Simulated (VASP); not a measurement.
# GeH2W12C12 in VASP: further runs

The runs below take GeH2W12C12 through single point, with PBE.

All numbers are computed with VASP 6.6.1; they aren't measurements. Logs are shortened: lines on timing, memory, paths and dates and some standing lists are left out, and cuts for length are marked.

## (1) The cell of the first run

The cell holds a slab with vacuum, 27 atoms: a = 5.795 Å, b = 5.795 Å, c = 19.074 Å, α = 90.00°, β = 90.00°, γ = 120.00°.

## (2) Single point, PBE

INCAR reads:

```
ALGO = Normal ; EDIFF = 1E-6
ENCUT = 520 ; GGA = PE
ISIF = 2 ; ISMEAR = 0
LASPH = T ; LCHARG = F
LREAL = Auto ; LWAVE = F
NBANDS = 135 ; NELM = 100
PREC = Accurate ; SIGMA = 0.1
```

KPOINTS reads:

```
k-points
0
Gamma
  3 3 1
```

POSCAR reads:

```
GeH2W12C12
1.0
    5.7948000000      0.0000000000      0.0000000000
   -2.8974000000      5.0184440000      0.0000000000
    0.0000000000      0.0000000000     19.0742500000
W C Ge H
12 12 1 2
Direct
    0.0000000000      0.0000000000      0.0524267009
   -0.0007321356      0.0003218129      0.2019222250
   -0.0016405892      0.0012729045      0.3544087972
    0.0000000000      0.5000000000      0.0524267009
   -0.0012494701      0.5001586149      0.2020287560
   -0.0026029944      0.5012266750      0.3526903024
    0.5000000000      0.0000000000      0.0524267009
    0.4989036481     -0.0001729620      0.2025555395
    0.5031364633     -0.0032003944      0.3572186062
    0.5000000000      0.5000000000      0.0524267009
    0.4983693201      0.4992633175      0.2017719701
    0.4978990005      0.4980862594      0.3536553731
    0.3333333001      0.1666666002      0.1266026187
    0.3321616754      0.1659920884      0.2745221437
    0.3340825556      0.1577757966      0.4125683579
    0.3333333001      0.6666666002      0.1266026187
    0.3319508848      0.6681676631      0.2752451604
    0.3276486313      0.6486992781      0.4200963603
    0.8333333001      0.1666666002      0.1266026187
    0.8304412340      0.1671587847      0.2753639068
    0.8492844488      0.1747330447      0.4220418103
    0.8333333001      0.6666666002      0.1266026187
    0.8304021770      0.6677775023      0.2732596039
    0.8328699870      0.6628994963      0.4110782862
    0.1181412667      0.4007234115      0.4993805785
    0.0651631058      0.5326748689      0.5669153964
    0.2246404935      0.2579660150      0.5476644691
```

Potentials or basis: VASP PAW PBE potentials, release 64 (W_sv, C, Ge_d, H).

Started as:

```console
cat potpaw_PBE.64/W_sv/POTCAR potpaw_PBE.64/C/POTCAR potpaw_PBE.64/Ge_d/POTCAR potpaw_PBE.64/H/POTCAR > POTCAR
mpirun -np 1 vasp_std > vasp.out
```

OUTCAR:

```text
EDIFF = 1E-6
   ENCUT = 520
   GGA = PE
   ISIF = 2
   ISMEAR = 0
   LASPH = T
   LREAL = Auto
   NELM = 100
   PREC = Accurate

 ion  position               nearest neighbor table
   1  0.000  0.000  0.052-  13 2.19  19 2.19  22 2.19   2 2.85  10 2.90   4 2.90   4 2.90  10 2.90
                             7 2.90   7 2.90
   2  0.999  0.000  0.202-  23 2.15  14 2.17  20 2.19  19 2.20  22 2.21  13 2.21   1 2.85  11 2.89
                             8 2.90   5 2.90   5 2.90   8 2.90  11 2.90   3 2.91
   3  0.998  0.001  0.354-  24 2.01  15 2.02  21 2.07  20 2.25  14 2.26  23 2.28   9 2.86  12 2.89
                             6 2.90   6 2.90  12 2.91   2 2.91   9 2.94
   4  0.000  0.500  0.052-  16 2.19  22 2.19  19 2.19   5 2.85   7 2.90   1 2.90   1 2.90   7 2.90
                            10 2.90  10 2.90
   5  0.999  0.500  0.202-  23 2.17  17 2.18  20 2.18  22 2.20  19 2.21  16 2.21   4 2.85   6 2.87
                             2 2.90   8 2.90  11 2.90  11 2.90   8 2.90   2 2.90
   6  0.997  0.501  0.353-  24 1.98  18 2.10  21 2.11  20 2.23  17 2.24  23 2.26   5 2.87  12 2.89
                             3 2.90   9 2.90   3 2.90   9 2.90  12 2.91  25 3.01
   7  0.500  0.000  0.052-  13 2.19  19 2.19  16 2.19   8 2.86  10 2.90   4 2.90  10 2.90   4 2.90
                             1 2.90   1 2.90
   8  0.499  1.000  0.203-  14 2.16  17 2.17  20 2.17  13 2.21  16 2.21  19 2.22   7 2.86  11 2.90
                             2 2.90   5 2.90   5 2.90   2 2.90  11 2.90   9 2.95
   9  0.503  0.997  0.357-  15 1.96  18 2.12  21 2.13  20 2.27  17 2.27  14 2.32   3 2.86  12 2.88
                             6 2.90   6 2.90  12 2.92   3 2.94   8 2.95
  10  0.500  0.500  0.052-  16 2.19  22 2.19  13 2.19  11 2.85   1 2.90   7 2.90   7 2.90   1 2.90
                             4 2.90   4 2.90
  11  0.498  0.499  0.202-  23 2.15  14 2.17  17 2.19  16 2.20  13 2.20  22 2.21  10 2.85   2 2.89
                             8 2.90   5 2.90  12 2.90   5 2.90   8 2.90   2 2.90
  12  0.498  0.498  0.354-  24 2.01  15 2.04  18 2.05  14 2.25  17 2.25  23 2.27   9 2.88   6 2.89
                             3 2.89  11 2.90   3 2.91   6 2.91   9 2.92
  13  0.333  0.167  0.127-   1 2.19   7 2.19  10 2.19  11 2.20   2 2.21   8 2.21
  14  0.332  0.166  0.275-   8 2.16   2 2.17  11 2.17  12 2.25   3 2.26   9 2.32
  15  0.334  0.158  0.413-   9 1.96   3 2.02  12 2.04
  16  0.333  0.667  0.127-   4 2.19  10 2.19   7 2.19  11 2.20   5 2.21   8 2.21
  17  0.332  0.668  0.275-   8 2.17   5 2.18  11 2.19   6 2.24  12 2.25   9 2.27
  18  0.328  0.649  0.420-  25 2.02  12 2.05   6 2.10   9 2.12
  19  0.833  0.167  0.127-   1 2.19   7 2.19   4 2.19   2 2.20   5 2.21   8 2.22
  20  0.830  0.167  0.275-   8 2.17   5 2.18   2 2.19   6 2.23   3 2.25   9 2.27
  21  0.849  0.175  0.422-  25 2.07   3 2.07   6 2.11   9 2.13
  22  0.833  0.667  0.127-   4 2.19  10 2.19   1 2.19   5 2.20   2 2.21  11 2.21
  23  0.830  0.668  0.273-  11 2.15   2 2.15   5 2.17   6 2.26  12 2.27   3 2.28
  24  0.833  0.663  0.411-   6 1.98  12 2.01   3 2.01
  25  0.118  0.401  0.499-  27 1.56  26 1.60  18 2.02  21 2.07   6 3.01
  26  0.065  0.533  0.567-  25 1.60
  27  0.225  0.258  0.548-  25 1.56

  LATTYP: Found a hexagonal cell.
 ALAT       =     5.7948000000
 C/A-ratio  =     3.2916148961

  Lattice vectors:

 A1 = (   5.7948000000,   0.0000000000,   0.0000000000)
 A2 = (  -2.8974000000,   5.0184440000,   0.0000000000)
 A3 = (   0.0000000000,   0.0000000000,  19.0742500000)

Analysis of symmetry for initial positions (statically):
=====================================================================
 Subroutine PRICEL returns:
 Original cell was already a primitive cell.

 Routine SETGRP: Setting up the symmetry group for a
 hexagonal supercell.

 Subroutine GETGRP returns: Found  1 space group operations
 (whereof  1 operations were pure point group operations)
 out of a pool of 24 trial point group operations.

The static configuration has the point symmetry C_1 .

Analysis of symmetry for dynamics (positions and initial velocities):
=====================================================================
 Subroutine PRICEL returns:
 Original cell was already a primitive cell.

 Routine SETGRP: Setting up the symmetry group for a
 hexagonal supercell.

 Subroutine GETGRP returns: Found  1 space group operations
 (whereof  1 operations were pure point group operations)
 out of a pool of 24 trial point group operations.

The dynamic configuration has the point symmetry C_1 .

 Subroutine INISYM returns: Found  1 space group operations
 (whereof  1 operations are pure point group operations),
 and found     1 'primitive' translations

[... 78 lines left out ...]
 Grid dimensions read from file:
 generate k-points for:    3    3    1

 Generating k-lattice:

  Cartesian coordinates                     Fractional coordinates (reciprocal lattice)
     0.057522837  0.033210825  0.000000000     0.333333333  0.000000000  0.000000000
     0.000000000  0.066421650  0.000000000     0.000000000  0.333333333  0.000000000
     0.000000000  0.000000000  0.052426701     0.000000000  0.000000000  1.000000000

  Length of vectors
     0.066421650  0.066421650  0.052426701

  Shift w.r.t. Gamma in fractional coordinates (k-lattice)
     0.000000000  0.000000000  0.000000000

 Subroutine IBZKPT returns following result:
 ===========================================

 Found      5 irreducible k-points:

 Following reciprocal coordinates:
            Coordinates               Weight
  0.000000  0.000000  0.000000      1.000000
  0.333333  0.000000  0.000000      2.000000
  0.000000  0.333333  0.000000      2.000000
 -0.333333  0.333333  0.000000      2.000000
  0.333333  0.333333  0.000000      2.000000
   k-points           NKPTS =      5   k-points in BZ     NKDIM =      5   number of bands    NBANDS=    135
   number of dos      NEDOS =    301   number of ions     NIONS =     27
   total plane-waves  NPLWV = 331776
   dimension x,y,z NGX =    48 NGY =   48 NGZ =  144
   dimension x,y,z NGXF=    96 NGYF=   96 NGZF=  288
   ions per type =              12  12   1   2
   NGX,Y,Z   is equivalent  to a cutoff of  13.77, 13.77, 12.55 a.u.
   NGXF,Y,Z  is equivalent  to a cutoff of  27.54, 27.54, 25.10 a.u.
 SYSTEM =  unknown system
   PREC   = accura    normal or accurate (medium, high low for compatibility)
   ISTART =      0    job   : 0-new  1-cont  2-samecut
   ICHARG =      2    charge: 1-file 2-atom 10-const
   ISPIN  =      1    spin polarized calculation?
   LNONCOLLINEAR =      F non collinear calculations
   LSORBIT =      F    spin-orbit coupling
   LASPH  =      T    aspherical Exc in radial PAW
   ENCUT  =  520.0 eV  38.22 Ry    6.18 a.u.  10.77 10.77 35.47*2*pi/ulx,y,z
   NELM   =    100;   NELMIN=  2; NELMDL= -5     # of ELM steps
   EDIFF  = 0.1E-05   stopping-criterion for ELM
   LREAL  =      T    real-space projection
   EDIFFG = 0.1E-04   stopping-criterion for IOM
   NSW    =      0    number of steps for IOM
   IBRION =     -1    ionic relax: 0-MD 1-quasi-New 2-CG
   NFREE  =      0    steps in history (QN), initial steepest desc. (CG)
   ISIF   =      2    stress and relaxation
   ISYM   =      2    0-nonsym 1-usesym 2-fastsym
   POTIM  = 0.5000    time-step for ionic-motion
   TEBEG  =    0.0;   TEEND  =   0.0 temperature during run
   PSTRESS=    0.0 pullay stress
   NELECT =     232.0000    total number of electrons
   NUPDOWN=      -1.0000    fix difference up-down
   EMIN   =  10.00;   EMAX   =-10.00  energy-range for DOS
   EFERMI =   0.00;   METHOD = LEGACY
   ISMEAR =     0;   SIGMA  =   0.10  broadening in eV -4-tet -1-fermi 0-gaus
   EFERMI_NEDOS =   21; number of points for ismear=-14 and -15
   IALGO  =     38    algorithm
   IMIX   =      4    mixing-type and parameters
     AMIX     =   0.40;   BMIX     =  1.00
     AMIX_MAG =   1.60;   BMIX_MAG =  1.00
  volume/ion in A,a.u.               =      20.54       138.64
  Fermi-wavevector in a.u.,A,eV,Ry     =   1.224294  2.313581 20.393725  1.498897
  Thomas-Fermi vector in A             =   2.359374
   LORBIT       =      0    0 simple, 1 ext, 2 COOP (PROOUT), +10 PAW based schemes
   GGA     = PE    functional components
   LHFCALC =     F    Hartree Fock is set to
   AEXX    =    0.0000 exact exchange contribution
   IVDW    =     0    specifies the selected vdW correction
   LEPSILON=     F    determine dielectric tensor
   LRPA    =     F    only Hartree local field effects (RPA)
 non-spin polarized calculation
 Gauss-broadening in eV      SIGMA  =   0.10
  energy-cutoff  :      520.00
  volume of cell :      554.70
 maximum number of plane-waves:     14967
 NGX is ok and might be reduce to    48
   NGX = 21   NGY = 21   NGZ = 71

 number of electron     231.9999983 magnetization

 Free energy of the ion-electron system (eV)
  ---------------------------------------------------
  ext. energy  EPLUGINS =         0.00000000
  ---------------------------------------------------
  free energy    TOTEN  =      -263.85082766 eV

  energy without entropy =     -263.80241829  energy(sigma->0) =     -263.82662297

 E-fermi :   2.5665     XC(G=0):  -7.8626

 val. band max:        2.5557122305   @ k =  -0.3333   0.3333   0.0000
 cond. band min:       2.7422767666   @ k =   0.0000   0.0000   0.0000
 fundamental gap:      0.1865645362
 Fermi energy:         2.5665303518

 k-point     1 :       0.0000    0.0000    0.0000
  band No.  band energies     occupation
      1     -71.4331      2.00000
      2     -71.3828      2.00000
      3     -71.3685      2.00000
      4     -71.3580      2.00000
      5     -71.3560      2.00000
      6     -71.3022      2.00000
[... 644 lines left out ...]
    127       4.6540      0.00000
    128       4.7075      0.00000
 [bands above 128 left out]

------------------------ aborting loop because EDIFF is reached ----------------------------------------

  FORCE on cell =-STRESS in cart. coord.  units (eV):
  Direction    XX          YY          ZZ          XY          YZ          ZX
  --------------------------------------------------------------------------------------
  -------------------------------------------------------------------------------------
  Total       12.5509894      8.6362808    -10.4755532     -3.0398005      0.0641090     -1.1419807
  in kB       36.2521311     24.9449326    -30.2574653     -8.7801242      0.1851716     -3.2984838
  external PRESSURE =      10.3131995 kB  Pullay stress =       0.0000000 kB

 VOLUME and BASIS-vectors are now :
 -----------------------------------------------------------------------------
  energy-cutoff  :      520.00
  volume of cell :      554.70
      direct lattice vectors                 reciprocal lattice vectors
     5.794800000  0.000000000  0.000000000     0.172568510  0.099632476  0.000000000
    -2.897400000  5.018444000  0.000000000     0.000000000  0.199264951  0.000000000
     0.000000000  0.000000000 19.074250000     0.000000000  0.000000000  0.052426701

 POSITION                                       TOTAL-FORCE (eV/Angst)
 -----------------------------------------------------------------------------------
      0.00000      0.00000      1.00000        -0.015056      0.017195      0.805729
      5.78962      0.00162      3.85152         0.032389     -0.001611      0.013856
      5.78161      0.00639      6.76008         0.099107     -0.013691      0.039540
     -1.44870      2.50922      1.00000         0.001022     -0.003201      0.843122
      4.33840      2.51002      3.85355         0.037451     -0.005777      0.011275
      4.32746      2.51538      6.72730         0.059488     -0.007700     -0.005277
[... 19 lines left out ...]
     -1.16576      2.67320     10.81349        -0.514572      0.064148     -0.978207
      0.55432      1.29459     10.44629         0.449389     -0.307213     -0.632611
 -----------------------------------------------------------------------------------
    total drift:                               -0.000046      0.005904      0.020037

  FREE ENERGIE OF THE ION-ELECTRON SYSTEM (eV)
  ---------------------------------------------------
  free  energy   TOTEN  =      -263.8508276558 eV

  energy  without entropy=     -263.8024182897  energy(sigma->0) =     -263.82662297
```

It took 43 min on 1 thread of Intel Xeon 8259CL, shared host; peak memory 0.84 GiB.

Results:

```
Free energy            : -263.8508 eV
Largest force          : 1.107 eV/Å
Band gap on the k mesh : zero (bands 116 and 117 overlap by 0.65 eV)
```

Forces in eV/Å, atoms in the order of the input:
```
W   -0.015  0.017  0.806
W    0.032 -0.002  0.014
W    0.099 -0.014  0.040
W    0.001 -0.003  0.843
W    0.037 -0.006  0.011
W    0.059 -0.008 -0.005
W   -0.002 -0.008  0.909
W    0.029 -0.007  0.019
W    0.097 -0.029 -0.013
W   -0.028 -0.007  0.781
W    0.029 -0.007  0.003
W    0.074 -0.013  0.030
C   -0.010 -0.031 -0.793
C    0.043 -0.010  0.058
C    0.046  0.040  0.139
C   -0.040  0.031 -0.781
C    0.029  0.001  0.045
C   -0.058  0.046  0.306
C   -0.060 -0.019 -0.770
C    0.040 -0.007  0.039
C    0.051 -0.002  0.111
C   -0.058  0.017 -0.814
C    0.036 -0.005  0.069
C    0.077  0.008  0.156
Ge  -0.445  0.260  0.408
H   -0.515  0.064 -0.978
H    0.449 -0.307 -0.633
```

Caveat: the k points lie up to 0.42 Å⁻¹ apart, too coarse for converged energies and pressures of a metal; spin-orbit coupling is left out, which moves the levels of the heavy elements.

## (3) Single point, PBE

INCAR reads:

```
SYSTEM = GeH2W12C12
ALGO     = Normal         ! electronic algorithm
EDIFF    = 1E-6           ! SCF threshold, eV
ENCUT    = 520            ! plane-wave cutoff, eV
GGA      = PE             ! functional
ISIF     = 2              ! what is computed and relaxed
ISMEAR   = 0              ! smearing method
LASPH    = .True.         ! aspherical terms in the spheres
LCHARG   = .False.        ! write CHGCAR
LREAL    = Auto         
LWAVE    = .False.        ! write WAVECAR
NBANDS   = 135            ! bands
NELM     = 100            ! most SCF steps
PREC     = Accurate       ! precision mode
SIGMA    = 0.1            ! smearing width, eV
```

KPOINTS reads:

```
k-points
0
Gamma
  3 3 1
  0 0 0
```

POSCAR reads:

```
GeH2W12C12
1.0
    5.7948000000      0.0000000000      0.0000000000
   -2.8974000000      5.0184440000      0.0000000000
    0.0000000000      0.0000000000     19.0742500000
W C Ge H
12 12 1 2
Direct
    0.0000000000      0.0000000000      0.0524267009
   -0.0023450666     -0.0041261793      0.2010146139
   -0.0059399460     -0.0108141089      0.3507006566
    0.0000000000      0.5000000000      0.0524267009
   -0.0024437087      0.4955888718      0.2011703212
   -0.0072208979      0.4893588531      0.3514631506
    0.5000000000      0.0000000000      0.0524267009
    0.4975045706     -0.0042764251      0.2018108707
    0.4906328145     -0.0119686500      0.3552007025
    0.5000000000      0.5000000000      0.0524267009
    0.4975159448      0.4959513347      0.2011573718
    0.4931625048      0.4900279848      0.3511757474
    0.3333333001      0.1666666002      0.1266026187
    0.3302613701      0.1597465270      0.2734330314
    0.3229726771      0.1533692515      0.4164796519
    0.3333333001      0.6666666002      0.1266026187
    0.3293826250      0.6605009441      0.2738361928
    0.3217396942      0.6516087457      0.4168526154
    0.8333333001      0.1666666002      0.1266026187
    0.8284173890      0.1590999122      0.2735043318
    0.8184815587      0.1466155645      0.4159344142
    0.8333333001      0.6666666002      0.1266026187
    0.8297967127      0.6594860877      0.2727672648
    0.8224277947      0.6535019620      0.4095125627
    0.1418897678      0.3042427095      0.4753915357
    0.0495911856      0.3596172439      0.6140984836
    0.1848863452      0.4826017786      0.5921376201
```

Potentials or basis: VASP PAW PBE potentials, release 64 (W_sv, C, Ge_d, H).

Started as:

```console
cat potpaw_PBE.64/W_sv/POTCAR potpaw_PBE.64/C/POTCAR potpaw_PBE.64/Ge_d/POTCAR potpaw_PBE.64/H/POTCAR > POTCAR
mpirun -np 1 vasp_std > vasp.out
```

Wall time 21 min (1 thread of AMD EPYC 7R13 (Zen 3), shared host); peak memory 0.8 GiB.

The run converged. Its results:

* Free energy: -264.7308 eV
* Largest force: 2.798 eV/Å
* Band gap on the k mesh: zero (bands 116 and 117 overlap by 0.70 eV)

Forces on the atoms (eV/Å):
```
W   -0.009 -0.038  0.639
W   -0.010  0.028 -0.008
W   -0.108 -0.005 -0.059
W   -0.011 -0.038  0.656
W   -0.004  0.014 -0.039
W   -0.069  0.065 -0.100
W    0.001 -0.032  0.787
W   -0.003  0.016  0.003
W   -0.052 -0.025 -0.043
W    0.005 -0.026  0.662
W   -0.003  0.008 -0.021
W   -0.029  0.027 -0.049
C    0.006 -0.133 -0.933
C   -0.004  0.030  0.027
C    0.058 -0.121  0.040
C   -0.017 -0.125 -0.926
C    0.011  0.042  0.020
C    0.039 -0.079  0.087
C   -0.034 -0.142 -0.935
C   -0.025  0.037  0.002
C    0.115  0.217  0.217
C   -0.014 -0.155 -0.998
C   -0.031  0.051 -0.003
C    0.071 -0.001  0.046
Ge   0.281  0.224  0.294
H    1.232  2.009 -0.938
H   -1.396 -1.847  1.571
```

Levels at points of the mesh, in eV from the Fermi level:
```tsv
k point	band 113	band 114	band 115	band 116	band 117	band 118	band 119	band 120
(0.00, 0.00, 0.00)	0.32	0.42	0.45	0.62	0.67	0.69	1.00	1.03
```

Caveat: the k points lie up to 0.42 Å⁻¹ apart, too coarse for converged energies and pressures of a metal; spin-orbit coupling is left out, which moves the levels of the heavy elements.
